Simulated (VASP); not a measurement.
# Y2Lu3F (P6/mmm) in VASP: relaxation of cell and atoms with PBE

Aim: the relaxation of cell and atoms of Y2Lu3F with PBE.

Program: VASP 6.6.1. These are calculated values, not measurements. Logs are shortened: lines on timing, memory, paths and dates and some standing lists are left out, and cuts for length are marked.

**1. The cell of the first run**

The structure is hexagonal, space group P6/mmm (No. 191). The conventional cell has a = 6.228 Å, b = 6.228 Å, c = 5.992 Å, α = 90.00°, β = 90.00°, γ = 120.00°. Y (site symmetry -6m2) has 6 Lu at 3.49 Å and 3 Y at 3.60 Å and 3 F at 3.60 Å within 4.6 Å. Lu (site symmetry mmm) has 4 Lu at 3.11 Å and 4 Y at 3.49 Å within 4.1 Å. F (site symmetry 6/mmm) has 6 Y at 3.60 Å and 12 Lu at 4.32 Å within 4.7 Å.

The cell was generated, and may not be a known phase.

**2. Relaxation of cell and atoms, PBE**

File INCAR:

```
SYSTEM = Y2Lu3F
PREC     = Accurate       ! precision mode
ENCUT    = 600            ! plane-wave cutoff, eV
EDIFF    = 1E-6           ! SCF threshold, eV
ISMEAR   = 0              ! smearing method
SIGMA    = 0.1            ! smearing width, eV
LREAL    = .False.        ! projectors in reciprocal space
LASPH    = .True.         ! aspherical terms in the spheres
NELM     = 60             ! most SCF steps
ALGO     = Normal         ! electronic algorithm
ISIF     = 3              ! what is computed and relaxed
LWAVE    = .False.        ! write WAVECAR
LCHARG   = .False.        ! write CHGCAR
GGA      = PE             ! functional
IBRION   = 2              ! ionic algorithm
NSW      = 100            ! ionic steps
EDIFFG   = -0.01          ! ionic threshold
```

File KPOINTS:

```
Automatic mesh
0
Gamma
  6 6 6
  0 0 0
```

File POSCAR:

```
Y2Lu3F
1.0
    6.2280967831      0.0000000000      0.0000000000
   -3.1140483916      5.3936900314      0.0000000000
    0.0000000000      0.0000000000      5.9919450071
Y Lu F
2 3 1
Direct
    0.6666666667      0.3333333333      0.0000000000
    0.3333333333      0.6666666667      0.0000000000
    0.0000000000      0.5000000000      0.5000000000
    0.5000000000      0.5000000000      0.5000000000
    0.5000000000      0.0000000000      0.5000000000
    0.0000000000      0.0000000000      0.0000000000
```

Potentials or basis: VASP PAW PBE potentials, release 64 (Y_sv, Lu, F).

The run is started by

```console
$ cat potpaw_PBE.64/Y_sv/POTCAR potpaw_PBE.64/Lu/POTCAR potpaw_PBE.64/F/POTCAR > POTCAR
$ mpirun -np 1 vasp_std > vasp.out
```

OUTCAR:

```text
SYSTEM = Y2Lu3F
   PREC = Accurate
   ENCUT = 600
   EDIFF = 1E-6
   ISMEAR = 0
   LREAL = .False.
   LASPH = .True.
   NELM = 60
   ISIF = 3
   GGA = PE
   IBRION = 2
   NSW = 100
   EDIFFG = -0.01

 ion  position               nearest neighbor table
   1  0.667  0.333  0.000-   3 3.49   3 3.49   5 3.49   5 3.49   4 3.49   4 3.49   2 3.60   2 3.60
                             2 3.60
   2  0.333  0.667  0.000-   3 3.49   3 3.49   5 3.49   5 3.49   4 3.49   4 3.49   1 3.60   1 3.60
                             1 3.60
   3  0.000  0.500  0.500-   5 3.11   5 3.11   4 3.11   4 3.11   1 3.49   2 3.49   1 3.49   2 3.49

   4  0.500  0.500  0.500-   3 3.11   3 3.11   5 3.11   5 3.11   1 3.49   2 3.49   1 3.49   2 3.49

   5  0.500  0.000  0.500-   3 3.11   3 3.11   4 3.11   4 3.11   1 3.49   2 3.49   1 3.49   2 3.49

   6  0.000  0.000  0.000-

  LATTYP: Found a hexagonal cell.
 ALAT       =     6.2280967831
 C/A-ratio  =     0.9620828346

  Lattice vectors:

 A1 = (   6.2280967831,   0.0000000000,   0.0000000000)
 A2 = (  -3.1140483916,   5.3936900314,   0.0000000000)
 A3 = (   0.0000000000,   0.0000000000,   5.9919450071)

Analysis of symmetry for initial positions (statically):
=====================================================================
 Subroutine PRICEL returns:
 Original cell was already a primitive cell.

 Routine SETGRP: Setting up the symmetry group for a
 hexagonal supercell.

 Subroutine GETGRP returns: Found 24 space group operations
 (whereof 24 operations were pure point group operations)
 out of a pool of 24 trial point group operations.

The static configuration has the point symmetry D_6h.

Analysis of symmetry for dynamics (positions and initial velocities):
=====================================================================
 Subroutine PRICEL returns:
 Original cell was already a primitive cell.

 Routine SETGRP: Setting up the symmetry group for a
 hexagonal supercell.

 Subroutine GETGRP returns: Found 24 space group operations
 (whereof 24 operations were pure point group operations)
 out of a pool of 24 trial point group operations.

The dynamic configuration has the point symmetry D_6h.

 Subroutine INISYM returns: Found 24 space group operations
 (whereof 24 operations are pure point group operations),
 and found     1 'primitive' translations

----------------------------------------------------------------------------------------

                                     Primitive cell

  volume of cell :     201.2840

  direct lattice vectors                    reciprocal lattice vectors
     6.228096783  0.000000000  0.000000000     0.160562694  0.092700915  0.000000000
    -3.114048392  5.393690031  0.000000000     0.000000000  0.185401830  0.000000000
     0.000000000  0.000000000  5.991945007     0.000000000  0.000000000  0.166890717

  length of vectors
     6.228096783  6.228096783  5.991945007     0.185401830  0.185401830  0.166890717

  position of ions in fractional coordinates (direct lattice)
     0.666666667  0.333333333  0.000000000
     0.333333333  0.666666667  0.000000000
     0.000000000  0.500000000  0.500000000
     0.500000000  0.500000000  0.500000000
     0.500000000  0.000000000  0.500000000
     0.000000000  0.000000000  0.000000000

  ion indices of the primitive-cell ions
   primitive index   ion index
                 1           1
                 2           2
                 3           3
                 4           4
                 5           5
                 6           6

----------------------------------------------------------------------------------------

 KPOINTS: Automatic mesh

Automatic generation of k-mesh.
 Grid dimensions read from file:
 generate k-points for:    6    6    6

 Generating k-lattice:

  Cartesian coordinates                     Fractional coordinates (reciprocal lattice)
     0.026760449  0.015450152  0.000000000     0.166666667  0.000000000  0.000000000
     0.000000000  0.030900305  0.000000000     0.000000000  0.166666667  0.000000000
     0.000000000  0.000000000  0.027815120     0.000000000  0.000000000  0.166666667

  Length of vectors
     0.030900305  0.030900305  0.027815120

  Shift w.r.t. Gamma in fractional coordinates (k-lattice)
     0.000000000  0.000000000  0.000000000

 Subroutine IBZKPT returns following result:
 ===========================================

 Found     28 irreducible k-points:

 Following reciprocal coordinates:
            Coordinates               Weight
  0.000000  0.000000  0.000000      1.000000
  0.166667 -0.000000  0.000000      6.000000
  0.333333 -0.000000  0.000000      6.000000
  0.500000 -0.000000  0.000000      3.000000
  0.166667  0.166667  0.000000      6.000000
  0.333333  0.166667  0.000000     12.000000
[... 16 lines left out ...]
  0.166667 -0.000000  0.500000      6.000000
  0.333333 -0.000000  0.500000      6.000000
 [... further k-points ...]
   k-points           NKPTS =     28   k-points in BZ     NKDIM =     28   number of bands    NBANDS=     62
   number of dos      NEDOS =    301   number of ions     NIONS =      6
   total plane-waves  NPLWV = 120000
   dimension x,y,z NGX =    50 NGY =   50 NGZ =   48
   dimension x,y,z NGXF=   100 NGYF=  100 NGZF=   96
   ions per type =               2   3   1
   NGX,Y,Z   is equivalent  to a cutoff of  13.35, 13.35, 13.32 a.u.
   NGXF,Y,Z  is equivalent  to a cutoff of  26.69, 26.69, 26.64 a.u.
 SYSTEM =  Y2Lu3F
   PREC   = accura    normal or accurate (medium, high low for compatibility)
   ISTART =      0    job   : 0-new  1-cont  2-samecut
   ICHARG =      2    charge: 1-file 2-atom 10-const
   ISPIN  =      1    spin polarized calculation?
   LNONCOLLINEAR =      F non collinear calculations
   LSORBIT =      F    spin-orbit coupling
   LASPH  =      T    aspherical Exc in radial PAW
   ENCUT  =  600.0 eV  44.10 Ry    6.64 a.u.  12.44 12.44 11.97*2*pi/ulx,y,z
   NELM   =     60;   NELMIN=  2; NELMDL= -5     # of ELM steps
   EDIFF  = 0.1E-05   stopping-criterion for ELM
   LREAL  =      F    real-space projection
   EDIFFG = -.1E-01   stopping-criterion for IOM
   NSW    =    100    number of steps for IOM
   IBRION =      2    ionic relax: 0-MD 1-quasi-New 2-CG
   NFREE  =      1    steps in history (QN), initial steepest desc. (CG)
   ISIF   =      3    stress and relaxation
   ISYM   =      2    0-nonsym 1-usesym 2-fastsym
   POTIM  = 0.5000    time-step for ionic-motion
   TEBEG  =    0.0;   TEEND  =   0.0 temperature during run
   PSTRESS=    0.0 pullay stress
   NELECT =     104.0000    total number of electrons
   NUPDOWN=      -1.0000    fix difference up-down
   EMIN   =  10.00;   EMAX   =-10.00  energy-range for DOS
   EFERMI =   0.00;   METHOD = LEGACY
   ISMEAR =     0;   SIGMA  =   0.10  broadening in eV -4-tet -1-fermi 0-gaus
   EFERMI_NEDOS =   21; number of points for ismear=-14 and -15
   IALGO  =     38    algorithm
   IMIX   =      4    mixing-type and parameters
     AMIX     =   0.40;   BMIX     =  1.00
     AMIX_MAG =   1.60;   BMIX_MAG =  1.00
  volume/ion in A,a.u.               =      33.55       226.39
  Fermi-wavevector in a.u.,A,eV,Ry     =   1.313660  2.482457 23.479600  1.725702
  Thomas-Fermi vector in A             =   2.443967
   LORBIT       =      0    0 simple, 1 ext, 2 COOP (PROOUT), +10 PAW based schemes
   GGA     = PE    functional components
   LHFCALC =     F    Hartree Fock is set to
   AEXX    =    0.0000 exact exchange contribution
   IVDW    =     0    specifies the selected vdW correction
   LEPSILON=     F    determine dielectric tensor
   LRPA    =     F    only Hartree local field effects (RPA)
 conjugate gradient relaxation of ions
 non-spin polarized calculation
 Gauss-broadening in eV      SIGMA  =   0.10
  energy-cutoff  :      600.00
  volume of cell :      201.28
 maximum number of plane-waves:      6750
 NGX is ok and might be reduce to    50
   NGX = 25   NGY = 25   NGZ = 23

--------------------------------------- Ionic step        1  -------------------------------------------

 number of electron     103.9999989 magnetization

 Free energy of the ion-electron system (eV)
  ---------------------------------------------------
  ext. energy  EPLUGINS =         0.00000000
  ---------------------------------------------------
  free energy    TOTEN  =       -25.85564288 eV

  energy without entropy =      -25.79205673  energy(sigma->0) =      -25.82384980

------------------------ aborting loop because EDIFF is reached ----------------------------------------

  FORCE on cell =-STRESS in cart. coord.  units (eV):
  Direction    XX          YY          ZZ          XY          YZ          ZX
  --------------------------------------------------------------------------------------
  -------------------------------------------------------------------------------------
  Total        0.4225448      0.4225448      0.7586321     -0.0000000      0.0000000      0.0000000
  in kB        3.3633662      3.3633662      6.0385495     -0.0000000      0.0000000      0.0000000
  external PRESSURE =       4.2550940 kB  Pullay stress =       0.0000000 kB
[... 105 lines left out ...]
  energy  without entropy=      -25.7954656157  energy(sigma->0) =      -25.82760016

--------------------------------------- Ionic step        4  -------------------------------------------

 number of electron     104.0000024 magnetization

 Free energy of the ion-electron system (eV)
  ---------------------------------------------------
  ext. energy  EPLUGINS =         0.00000000
  ---------------------------------------------------
  free energy    TOTEN  =       -25.85985140 eV

  energy without entropy =      -25.79567306  energy(sigma->0) =      -25.82776223

 E-fermi :   1.2534     XC(G=0):  -8.9254

 val. band max:        1.2516447314   @ k =   0.1667   0.1667   0.5000
 cond. band min:       1.2730954279   @ k =   0.1667   0.1667   0.3333
 fundamental gap:      0.0214506965
 Fermi energy:         1.2533565335

 k-point     1 :       0.0000    0.0000    0.0000
  band No.  band energies     occupation
      1     -55.3690      2.00000
      2     -55.3149      2.00000
      3     -55.3149      2.00000
      4     -42.1558      2.00000
      5     -42.1271      2.00000
      6     -26.4663      2.00000
[... 1549 lines left out ...]
     61       2.8243      0.00000
     62       2.8789      0.00000

 [... further k-points ...]

------------------------ aborting loop because EDIFF is reached ----------------------------------------

  FORCE on cell =-STRESS in cart. coord.  units (eV):
  Direction    XX          YY          ZZ          XY          YZ          ZX
  --------------------------------------------------------------------------------------
  -------------------------------------------------------------------------------------
  Total       -0.0076413     -0.0076413     -0.0427653      0.0000000     -0.0000000      0.0000000
  in kB       -0.0599078     -0.0599078     -0.3352789      0.0000000     -0.0000000      0.0000000
  external PRESSURE =      -0.1516982 kB  Pullay stress =       0.0000000 kB
[... 21 lines left out ...]
  FREE ENERGIE OF THE ION-ELECTRON SYSTEM (eV)
  ---------------------------------------------------
  free  energy   TOTEN  =       -25.8598514044 eV

  energy  without entropy=      -25.7956730579  energy(sigma->0) =      -25.82776223

 reached required accuracy - stopping structural energy minimisation
```

Wall time 64 min (1 thread of Intel Xeon 8259CL, shared host); peak memory 0.62 GiB.

Results:

```
Free energy                           : -25.8599 eV
Relaxed volume                        : 34.06 Å³/atom
Relaxed cell                          : a = 6.253 Å, b = 6.253 Å, c = 6.035 Å, α = 90.00°, β = 90.00°, γ = 120.00°
Space group after relaxing (to 0.1 Å) : P6/mmm (No. 191)
Energy gained by relaxing             : 0.7 meV/atom
Ionic steps                           : 4
Pressure after relaxing               : 0.0 GPa
Band gap on the k mesh                : zero (bands 52 and 53 overlap by 0.56 eV)
```

The path:
| step | energy change (eV) | largest force (eV/Å) | pressure (GPa) | volume (Å³) |
| --- | --- | --- | --- | --- |
| 1 | 0.0000 | 0.0000 | 0.43 | 201.28 |
| 2 | -0.0041 | 0.0000 | 0.08 | 203.89 |
| 3 | -0.0041 | 0.0000 | -0.06 | 204.79 |
| 4 | -0.0042 | 0.0000 | -0.02 | 204.36 |

Final structure:
```
Y Lu F
1.0
     6.25305    0.00000    0.00000
    -3.12653    5.41530    0.00000
     0.00000    0.00000    6.03505
Y Lu F
2 3 1
Cartesian
  3.1265 1.8051 0.0000
  0.0000 3.6102 0.0000
  -1.5633 2.7077 3.0175
  1.5633 2.7077 3.0175
  3.1265 0.0000 3.0175
  0.0000 0.0000 0.0000
```

Levels at points of the mesh, in eV from the Fermi level:
| k point | band 50 | band 51 | band 52 | band 53 | band 54 | band 55 |
| --- | --- | --- | --- | --- | --- | --- |
| (0.00, 0.00, 0.00) | -0.72 | -0.65 | -0.06 | 0.11 | 0.11 | 0.15 |
| (0.50, 0.00, 0.00) | -0.34 | -0.23 | -0.14 | -0.11 | -0.04 | 0.14 |
| (0.00, 0.00, 0.50) | -1.47 | -0.64 | 0.45 | 0.45 | 0.50 | 0.50 |
| (0.50, 0.00, 0.50) | -1.32 | -0.20 | 0.12 | 0.13 | 0.43 | 0.45 |

Caveat: spin-orbit coupling is left out, which moves the levels of the heavy elements.

The gap in the log of VASP goes by the Fermi energy; the results here count the filled bands.